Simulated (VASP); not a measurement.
# Rh (I4/mmm) in VASP: notebook

Runs on Rh. Level: LDA. Tasks: single point.

Program: VASP 6.6.1. These are calculated values, not measurements. Logs are shortened: lines on timing, memory, paths and dates and some standing lists are left out, and cuts for length are marked.

## 1. The cell of the first run

The structure is tetragonal, space group I4/mmm (No. 139). The conventional cell has a = 2.689 Å, b = 2.689 Å, c = 3.765 Å, α = 90.00°, β = 90.00°, γ = 90.00°. Rh (site symmetry 4/mmm) has 12 Rh at 2.68 to 2.69 Å within 3.5 Å.

## 2. Single point, LDA (strain -0.0100 x Voigt [1, 0, 0, 0, 0, 0])

The input, INCAR:

```
SYSTEM = Rh
PREC     = Accurate       ! precision mode
ENCUT    = 520            ! plane-wave cutoff, eV
EDIFF    = 1E-6           ! SCF threshold, eV
ISMEAR   = 0              ! smearing method
SIGMA    = 0.15           ! smearing width, eV
LREAL    = .FALSE.        ! projectors in reciprocal space
LASPH    = .TRUE.         ! aspherical terms in the spheres
NELM     = 60             ! most SCF steps
ALGO     = Fast           ! electronic algorithm
ISIF     = 2              ! what is computed and relaxed
LWAVE    = .FALSE.        ! write WAVECAR
LCHARG   = .FALSE.        ! write CHGCAR
GGA      = CA             ! functional
NBANDS   = 14             ! bands
```

The input, KPOINTS:

```
Automatic mesh
0
G
  22 22 22
  0 0 0
```

The input, POSCAR:

```
Rh
1.0
    0.0000000000      1.9015500000      1.9015500000
    1.8825345000      0.0000000000      1.9015500000
    1.8825345000      1.9015500000      0.0000000000
Rh
1
Direct
    0.0000000000      0.0000000000      0.0000000000
```

Potentials or basis: VASP PAW LDA potentials, release 64 (Rh_pv).

Launch:

```
$ cat potpaw_LDA.64/Rh_pv/POTCAR > POTCAR
$ mpirun -np 1 vasp_std > vasp.out
```

OUTCAR:

```text
SYSTEM = Rh
   PREC = Accurate
   ENCUT = 520
   EDIFF = 1E-6
   ISMEAR = 0
   LREAL = .FALSE.
   LASPH = .TRUE.
   NELM = 60
   ISIF = 2
   GGA = CA

 ion  position               nearest neighbor table
   1  0.000  0.000  0.000-

  LATTYP: Found a body centered tetragonal cell.
 ALAT       =     2.6891977995
 C/A-ratio  =     1.4000714267

  Lattice vectors:

 A1 = (  -1.8825345000,   0.0000000000,  -1.9015500000)
 A2 = (  -1.8825345000,   0.0000000000,   1.9015500000)
 A3 = (   1.8825345000,   1.9015500000,   0.0000000000)

Analysis of symmetry for initial positions (statically):
=====================================================================
 Subroutine PRICEL returns:
 Original cell was already a primitive cell.

 Routine SETGRP: Setting up the symmetry group for a
 body centered tetragonal supercell.

 Subroutine GETGRP returns: Found 16 space group operations
 (whereof 16 operations were pure point group operations)
 out of a pool of 16 trial point group operations.

The static configuration has the point symmetry D_4h.

Analysis of symmetry for dynamics (positions and initial velocities):
=====================================================================
 Subroutine PRICEL returns:
 Original cell was already a primitive cell.

 Routine SETGRP: Setting up the symmetry group for a
 body centered tetragonal supercell.

 Subroutine GETGRP returns: Found 16 space group operations
 (whereof 16 operations were pure point group operations)
 out of a pool of 16 trial point group operations.

The dynamic configuration has the point symmetry D_4h.

 Subroutine INISYM returns: Found 16 space group operations
 (whereof 16 operations are pure point group operations),
 and found     1 'primitive' translations

----------------------------------------------------------------------------------------

                                     Primitive cell

  volume of cell :      13.6141

  direct lattice vectors                    reciprocal lattice vectors
     0.000000000  1.901550000  1.901550000    -0.265599382  0.262943388  0.262943388
     1.882534500  0.000000000  1.901550000     0.265599382 -0.262943388  0.262943388
     1.882534500  1.901550000  0.000000000     0.265599382  0.262943388 -0.262943388

  length of vectors
     2.689197800  2.675785594  2.675785594     0.456969893  0.456969893  0.456969893

  position of ions in fractional coordinates (direct lattice)
     0.000000000  0.000000000  0.000000000

  ion indices of the primitive-cell ions
   primitive index   ion index
                 1           1

----------------------------------------------------------------------------------------

 KPOINTS: Automatic mesh

Automatic generation of k-mesh.
 Grid dimensions read from file:
 generate k-points for:   22   22   22

 Generating k-lattice:

  Cartesian coordinates                     Fractional coordinates (reciprocal lattice)
    -0.012072699  0.011951972  0.011951972     0.045454545  0.000000000  0.000000000
     0.012072699 -0.011951972  0.011951972     0.000000000  0.045454545 -0.000000000
     0.012072699  0.011951972 -0.011951972     0.000000000 -0.000000000  0.045454545

  Length of vectors
     0.020771359  0.020771359  0.020771359

  Shift w.r.t. Gamma in fractional coordinates (k-lattice)
     0.000000000  0.000000000  0.000000000

 Subroutine IBZKPT returns following result:
 ===========================================

 Found    834 irreducible k-points:

 Following reciprocal coordinates:
            Coordinates               Weight
  0.000000  0.000000  0.000000      1.000000
  0.045455 -0.000000 -0.000000      8.000000
  0.090909 -0.000000 -0.000000      8.000000
  0.136364  0.000000  0.000000      8.000000
  0.181818  0.000000  0.000000      8.000000
  0.227273 -0.000000 -0.000000      8.000000
[... 16 lines left out ...]
  0.500000  0.045455 -0.000000     16.000000
 -0.454545  0.045455  0.000000     16.000000
 [... further k-points ...]
   k-points           NKPTS =    834   k-points in BZ     NKDIM =    834   number of bands    NBANDS=     14
   number of dos      NEDOS =    301   number of ions     NIONS =      1
   total plane-waves  NPLWV =   8000
   dimension x,y,z NGX =    20 NGY =   20 NGZ =   20
   dimension x,y,z NGXF=    40 NGYF=   40 NGZF=   40
   ions per type =               1
   NGX,Y,Z   is equivalent  to a cutoff of  12.36, 12.43, 12.43 a.u.
   NGXF,Y,Z  is equivalent  to a cutoff of  24.73, 24.85, 24.85 a.u.
 SYSTEM =  Rh
   PREC   = accura    normal or accurate (medium, high low for compatibility)
   ISTART =      0    job   : 0-new  1-cont  2-samecut
   ICHARG =      2    charge: 1-file 2-atom 10-const
   ISPIN  =      1    spin polarized calculation?
   LNONCOLLINEAR =      F non collinear calculations
   LSORBIT =      F    spin-orbit coupling
   LASPH  =      T    aspherical Exc in radial PAW
   ENCUT  =  520.0 eV  38.22 Ry    6.18 a.u.   5.00  4.98  4.98*2*pi/ulx,y,z
   NELM   =     60;   NELMIN=  2; NELMDL= -5     # of ELM steps
   EDIFF  = 0.1E-05   stopping-criterion for ELM
   LREAL  =      F    real-space projection
   EDIFFG = 0.1E-04   stopping-criterion for IOM
   NSW    =      0    number of steps for IOM
   IBRION =     -1    ionic relax: 0-MD 1-quasi-New 2-CG
   NFREE  =      0    steps in history (QN), initial steepest desc. (CG)
   ISIF   =      2    stress and relaxation
   ISYM   =      2    0-nonsym 1-usesym 2-fastsym
   POTIM  = 0.5000    time-step for ionic-motion
   TEBEG  =    0.0;   TEEND  =   0.0 temperature during run
   PSTRESS=    0.0 pullay stress
   NELECT =      15.0000    total number of electrons
   NUPDOWN=      -1.0000    fix difference up-down
   EMIN   =  10.00;   EMAX   =-10.00  energy-range for DOS
   EFERMI =   0.00;   METHOD = LEGACY
   ISMEAR =     0;   SIGMA  =   0.15  broadening in eV -4-tet -1-fermi 0-gaus
   EFERMI_NEDOS =   21; number of points for ismear=-14 and -15
   IALGO  =     68    algorithm
   IMIX   =      4    mixing-type and parameters
     AMIX     =   0.40;   BMIX     =  1.00
     AMIX_MAG =   1.60;   BMIX_MAG =  1.00
  volume/ion in A,a.u.               =      13.61        91.87
  Fermi-wavevector in a.u.,A,eV,Ry     =   1.690866  3.195273 38.899420  2.859027
  Thomas-Fermi vector in A             =   2.772736
   LORBIT       =      0    0 simple, 1 ext, 2 COOP (PROOUT), +10 PAW based schemes
   GGA     = CA    functional components
   LHFCALC =     F    Hartree Fock is set to
   AEXX    =    0.0000 exact exchange contribution
   IVDW    =     0    specifies the selected vdW correction
   LEPSILON=     F    determine dielectric tensor
   LRPA    =     F    only Hartree local field effects (RPA)
 non-spin polarized calculation
 RMM-DIIS sequential band-by-band and
 Gauss-broadening in eV      SIGMA  =   0.15
  energy-cutoff  :      520.00
  volume of cell :       13.61
 maximum number of plane-waves:       378
   NGX =  9   NGY =  9   NGZ =  9

 number of electron      15.0000007 magnetization

 Free energy of the ion-electron system (eV)
  ---------------------------------------------------
  ext. energy  EPLUGINS =         0.00000000
  ---------------------------------------------------
  free energy    TOTEN  =        -8.68183556 eV

  energy without entropy =       -8.66711192  energy(sigma->0) =       -8.67447374

 E-fermi :  11.8887     XC(G=0): -14.4147

 val. band max:       11.8863960895   @ k =  -0.3636   0.3636   0.2727
 cond. band min:      11.8889121989   @ k =   0.4091   0.3636   0.0455
 fundamental gap:      0.0025161094
 Fermi energy:        11.8887491903

 k-point     1 :       0.0000    0.0000    0.0000
  band No.  band energies     occupation
      1     -34.2931      2.00000
      2     -34.2931      2.00000
      3     -34.2873      2.00000
      4       3.7899      2.00000
      5       8.6978      2.00000
      6       8.6978      2.00000
      7       8.8075      2.00000
      8      10.8249      2.00000
      9      10.9589      2.00000
     10      27.8358      0.00000
     11      32.2093      0.00000
     12      33.1910      0.00000
     13      33.1910      0.00000
     14      33.5055      0.00000

 k-point     2 :       0.0455   -0.0000   -0.0000
  band No.  band energies     occupation
      1     -34.3078      2.00000
      2     -34.2954      2.00000
      3     -34.2909      2.00000
      4       3.8747      2.00000
      5       8.6761      2.00000
      6       8.7315      2.00000
      7       8.8243      2.00000
      8      10.8066      2.00000
      9      10.9382      2.00000
     10      27.9616      0.00000
     11      32.2086      0.00000
     12      32.7938      0.00000
     13      33.3160      0.00000
     14      33.5498      0.00000

 k-point     3 :       0.0909   -0.0000   -0.0000
  band No.  band energies     occupation
      1     -34.3546      2.00000
      2     -34.3021      2.00000
      3     -34.2972      2.00000
      4       4.1217      2.00000
      5       8.5863      2.00000
      6       8.8241      2.00000
      7       8.9045      2.00000
      8      10.7624      2.00000
      9      10.8864      2.00000
     10      28.3132      0.00000
     11      31.7226      0.00000
     12      32.2120      0.00000
     13      33.6830      0.00000
     14      33.8978      0.00000

 k-point     4 :       0.1364    0.0000    0.0000
  band No.  band energies     occupation
      1     -34.4285      2.00000
      2     -34.3126      2.00000
      3     -34.3068      2.00000
      4       4.5060      2.00000
      5       8.4623      2.00000
      6       8.9468      2.00000
      7       9.0266      2.00000
      8      10.7267      2.00000
      9      10.8358      2.00000
     10      28.8033      0.00000
     11      30.4450      0.00000
     12      32.2101      0.00000
     13      34.2684      0.00000
     14      34.4798      0.00000

 k-point     5 :       0.1818    0.0000    0.0000
  band No.  band energies     occupation
      1     -34.5227      2.00000
      2     -34.3261      2.00000
      3     -34.3189      2.00000
      4       4.9734      2.00000
      5       8.3815      2.00000
      6       9.0483      2.00000
      7       9.1357      2.00000
      8      10.7563      2.00000
      9      10.8413      2.00000
     10      29.0131      0.00000
     11      29.3760      0.00000
[... 276 lines left out ...]
 k-point    22 :       0.4545    0.0455    0.0000
  band No.  band energies     occupation
      1     -35.0313      2.00000
      2     -34.4080      2.00000
      3     -34.3935      2.00000
      4       5.7355      2.00000
      5       8.6007      2.00000
      6       8.8117      2.00000
      7      11.3228      2.00000
      8      12.4234      0.00000
      9      13.0183      0.00000
     10      21.2726      0.00000
     11      27.6302      0.00000
     12      32.2096      0.00000
     13      33.1228      0.00000
     14      33.4151      0.00000

 k-point    23 :       0.5000    0.0455   -0.0000
  band No.  band energies     occupation
      1     -35.0560      2.00000
      2     -34.4136      2.00000
      3     -34.3951      2.00000
      4       5.7025      2.00000
      5       8.5682      2.00000
      6       8.7675      2.00000
      7      11.6417      1.98013
      8      12.4728      0.00000
      9      13.4223      0.00000
     10      20.6085      0.00000
     11      27.4700      0.00000
     12      32.2094      0.00000
     13      32.8673      0.00000
     14      33.0749      0.00000

 k-point    24 :      -0.4545    0.0455    0.0000
  band No.  band energies     occupation
      1     -35.0512      2.00000
      2     -34.4152      2.00000
      3     -34.3921      2.00000
      4       5.7099      2.00000
      5       8.5832      2.00000
      6       8.7683      2.00000
      7      11.6175      1.98945
      8      12.3748      0.00000
      9      13.3835      0.00000
     10      20.7477      0.00000
     11      27.5002      0.00000
     12      32.2092      0.00000
     13      32.7553      0.00000
     14      33.3187      0.00000

 [... further k-points ...]
[... 5 lines left out ...]
  --------------------------------------------------------------------------------------
  -------------------------------------------------------------------------------------
  Total       -0.5031094     -0.7163571     -0.7163571      0.0000000      0.0000000      0.0000000
  in kB      -59.2085685    -84.3046843    -84.3046843      0.0000000      0.0000000      0.0000000
  external PRESSURE =     -75.9393124 kB  Pullay stress =       0.0000000 kB

 VOLUME and BASIS-vectors are now :
 -----------------------------------------------------------------------------
  energy-cutoff  :      520.00
  volume of cell :       13.61
      direct lattice vectors                 reciprocal lattice vectors
     0.000000000  1.901550000  1.901550000    -0.265599382  0.262943388  0.262943388
     1.882534500  0.000000000  1.901550000     0.265599382 -0.262943388  0.262943388
     1.882534500  1.901550000  0.000000000     0.265599382  0.262943388 -0.262943388

 POSITION                                       TOTAL-FORCE (eV/Angst)
 -----------------------------------------------------------------------------------
      0.00000      0.00000      0.00000         0.000000      0.000000      0.000000
 -----------------------------------------------------------------------------------
    total drift:                                0.000000      0.000000      0.000000

  FREE ENERGIE OF THE ION-ELECTRON SYSTEM (eV)
  ---------------------------------------------------
  free  energy   TOTEN  =        -8.6818355613 eV

  energy  without entropy=       -8.6671119210  energy(sigma->0) =       -8.67447374
```

Run time: 47 s. Hardware: 1 thread of Intel Xeon 6975P-C (Granite Rapids), shared host; peak memory 0.24 GiB.

Results:

* Free energy: -8.6818 eV
* Pressure: -7.6 GPa

Levels at points of the mesh, in eV from the Fermi level:
```tsv
k point	band 3	band 4	band 5	band 6	band 7	band 8	band 9	band 10	band 11	band 12
(0.00, 0.00, 0.00)	-46.18	-8.10	-3.19	-3.19	-3.08	-1.06	-0.93	15.95	20.32	21.30
(0.50, 0.00, 0.00)	-46.28	-6.25	-3.28	-3.16	0.56	0.62	0.69	8.69	15.46	20.32
(0.50, 0.50, 0.00)	-46.45	-6.43	-6.07	0.58	0.96	1.06	3.15	12.27	13.27	13.39
(0.00, 0.50, 0.50)	-46.47	-6.44	-6.08	0.57	1.02	1.02	3.36	12.56	13.14	13.14
```

Caveat: the cell differs from its parent crystal (strain -0.0100 x Voigt [1, 0, 0, 0, 0, 0]).

## 3. Single point, LDA (strain +0.0100 x Voigt [1, 0, 0, 0, 0, 0])

The input, INCAR:

```
SYSTEM = Rh
ALGO = Fast ; EDIFF = 1E-6
ENCUT = 520 ; ISIF = 2
ISMEAR = 0 ; LASPH = .True.
LCHARG = .True. ; LELF = .True.
LREAL = .False. ; LVHAR = .True.
LWAVE = .False. ; NBANDS = 14
NELM = 100 ; PREC = Accurate
SIGMA = 0.15
```

The input, KPOINTS:

```
k-points
0
Gamma
  22 22 22
  0 0 0
```

The input, POSCAR:

```
Rh
1.0
    0.0000000000      1.9015500000      1.9015500000
    1.9205655000      0.0000000000      1.9015500000
    1.9205655000      1.9015500000      0.0000000000
Rh
1
Direct
    0.0000000000      0.0000000000      0.0000000000
```

Potentials or basis: VASP PAW LDA potentials, release 64 (Rh_pv).

Launch:

```
$ cat potpaw_LDA.64/Rh_pv/POTCAR > POTCAR
$ mpirun -np 1 vasp_std > vasp.out
```

OUTCAR:

```text
SYSTEM = Rh
   EDIFF = 1E-6
   ENCUT = 520
   ISIF = 2
   ISMEAR = 0
   LASPH = .True.
   LREAL = .False.
   NELM = 100
   PREC = Accurate

 ion  position               nearest neighbor table
   1  0.000  0.000  0.000-

  LATTYP: Found a body centered tetragonal cell.
 ALAT       =     2.6891977995
 C/A-ratio  =     1.4283556980

  Lattice vectors:

 A1 = (   1.9205655000,   0.0000000000,   1.9015500000)
 A2 = (   1.9205655000,   0.0000000000,  -1.9015500000)
 A3 = (  -1.9205655000,   1.9015500000,   0.0000000000)
[... 579 lines left out ...]
      6       8.4559      2.00000
      7      11.2551      1.98646
      8      12.0102      0.00000
      9      12.9737      0.00000
     10      20.1768      0.00000
     11      27.1374      0.00000
     12      31.8922      0.00000
     13      32.2719      0.00000
     14      32.6712      0.00000

 [... further k-points ...]
[... 5 lines left out ...]
  --------------------------------------------------------------------------------------
  -------------------------------------------------------------------------------------
  Total       -1.2477109     -1.0411693     -1.0411693      0.0000000      0.0000000     -0.0000000
  in kB     -143.9295404   -120.1039613   -120.1039613      0.0000000      0.0000000     -0.0000000
  external PRESSURE =    -128.0458210 kB  Pullay stress =       0.0000000 kB

 VOLUME and BASIS-vectors are now :
 -----------------------------------------------------------------------------
  energy-cutoff  :      520.00
  volume of cell :       13.89
      direct lattice vectors                 reciprocal lattice vectors
     0.000000000  1.901550000  1.901550000    -0.260339988  0.262943388  0.262943388
     1.920565500  0.000000000  1.901550000     0.260339988 -0.262943388  0.262943388
     1.920565500  1.901550000  0.000000000     0.260339988  0.262943388 -0.262943388

 POSITION                                       TOTAL-FORCE (eV/Angst)
 -----------------------------------------------------------------------------------
      0.00000      0.00000      0.00000         0.000000      0.000000      0.000000
 -----------------------------------------------------------------------------------
    total drift:                               -0.000000      0.000000      0.000000

  FREE ENERGIE OF THE ION-ELECTRON SYSTEM (eV)
  ---------------------------------------------------
  free  energy   TOTEN  =        -8.6642911202 eV

  energy  without entropy=       -8.6490800232  energy(sigma->0) =       -8.65668557
```

OSZICAR:

```text
N       E                     dE             d eps       ncg     rms          rms(c)
DAV:   1     0.119252799543E+03    0.11925E+03   -0.87324E+03 23416   0.115E+03
DAV:   2    -0.763257138278E+01   -0.12689E+03   -0.12113E+03 26016   0.340E+02
DAV:   3    -0.923612990785E+01   -0.16036E+01   -0.16010E+01 27882   0.421E+01
DAV:   4    -0.924210473111E+01   -0.59748E-02   -0.59746E-02 26796   0.264E+00
DAV:   5    -0.924215762421E+01   -0.52893E-04   -0.52891E-04 27576   0.219E-01    0.103E+01
RMM:   6    -0.868724495698E+01    0.55491E+00   -0.91639E-01 24943   0.917E+00    0.338E+00
RMM:   7    -0.866932712352E+01    0.17918E-01   -0.26400E-02 25378   0.170E+00    0.161E+00
RMM:   8    -0.866451950484E+01    0.48076E-02   -0.64612E-03 27553   0.962E-01    0.196E-01
RMM:   9    -0.866427890966E+01    0.24060E-03   -0.66495E-04 28534   0.284E-01    0.110E-02
RMM:  10    -0.866429070794E+01   -0.11798E-04   -0.74941E-05 28698   0.111E-01    0.639E-03
RMM:  11    -0.866429112019E+01   -0.41225E-06   -0.59372E-06 26780   0.307E-02
   1 F= -.86642911E+01 E0= -.86566856E+01  d E =-.152111E-01
```

stdout:

```text
POSCAR found type information on POSCAR Rh
 POSCAR found :  1 types and       1 ions
 scaLAPACK will be used
 LDA part: xc-table for (Slater(with rela. corr.)+CA(PZ))
 , standard interpolation
 POSCAR, INCAR and KPOINTS ok, starting setup
 FFT: planning ... GRIDC
 FFT: planning ... GRID_SOFT
 FFT: planning ... GRID
 WAVECAR not read
 entering main loop
```

Wall time 53 s (1 thread of Intel Xeon 6975P-C (Granite Rapids), shared host); peak memory 0.24 GiB.

Results:

| Quantity | Value |
| --- | --- |
| Free energy | -8.6643 eV |
| Pressure | -12.8 GPa |

Stress tensor (GPa, compression positive):
```
-14.39   0.00   0.00
  0.00 -12.01   0.00
  0.00   0.00 -12.01
```

Caveat: the cell differs from its parent crystal (strain +0.0100 x Voigt [1, 0, 0, 0, 0, 0]).

(Part 1 of 2 ends here.)
